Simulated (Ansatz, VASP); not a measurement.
SnSe: VASP beside Ansatz

The input INCAR:

```
SYSTEM = SnSe
  PREC = Accurate
  ENCUT = 500
  EDIFF = 1E-6
  ISMEAR = 0
  SIGMA = 0.05
  LREAL = .False.
  LASPH = .True.
  NELM = 120
  ALGO = Normal
  ISIF = 2
  LWAVE = .False.
  LCHARG = .False.
  GGA = CA
  NBANDS = 28
  GGA_COMPAT = .False.
```

File KPOINTS:

```
Automatic mesh
0
Gamma
  6 6 4
  0 0 0
```

File POSCAR:

```
SnSe
1.0
    4.1898989379      0.0000000000      0.0000000000
    0.0000000000      4.1898989379      0.0000000000
    0.0000000000      0.0000000000     10.9796229414
Sn Se
2 2
Direct
    0.5000000000      0.0000000000      0.3781633338
    0.0000000000      0.5000000000      0.6218366662
    0.5000000000      0.0000000000      0.6263321033
    0.0000000000      0.5000000000      0.3782217871
```

Input for Ansatz:

```yaml
crystal:
  lattice:
    - [4.1898989379, 0.0, 0.0]
    - [0.0, 4.1898989379, 0.0]
    - [0.0, 0.0, 10.9796229414]
  atoms:
    - { symbol: Sn, position: [0.5, 0.0, 0.3781633338] }
    - { symbol: Sn, position: [0.0, 0.5, 0.6218366662] }
    - { symbol: Se, position: [0.5, 0.0, 0.6263321033] }
    - { symbol: Se, position: [0.0, 0.5, 0.3782217871] }
basis:
  ecutwfc: 420
kpoints:
  mp_grid: { grid: [6, 6, 4] }
hamiltonian:
  xc: lda
scf:
  occupations: { method: gaussian, width: 0.05 }
output:
  forces: true
  stress: true
  eigenvalues: true
```

Alike in both runs: task single point; functional LDA; k mesh 6 × 6 × 4; occupations gaussian, width 0.05 eV; no spin polarisation.

|  | VASP | Ansatz |
| --- | --- | --- |
| version | VASP 6.6.1 | Ansatz 0.2.0 |
| potentials or method | VASP PAW LDA potentials, release 64 (Sn_d, Se), cutoff 500 eV | scalar-relativistic, plane waves, PAW |
| valence electrons in the cell | 40 | 60 |

```csv
,VASP,Ansatz,Ansatz less VASP
gap on the k mesh at the Fermi level (eV),1.43,1.43,+0.005
least direct gap on the mesh (eV),1.43,1.43,-0.002
rms of the force components (eV/Å),0.101,0.108,+0.0062
```

LDA's correlation is that of Perdew and Zunger in VASP and of Perdew and Wang (1992) in Ansatz. Atom by atom the forces differ by 0.013 eV/Å (rms over components). VASP's potentials hold 40 valence electrons a cell and Ansatz's 60, so a difference there can come from the potentials and not from the codes.
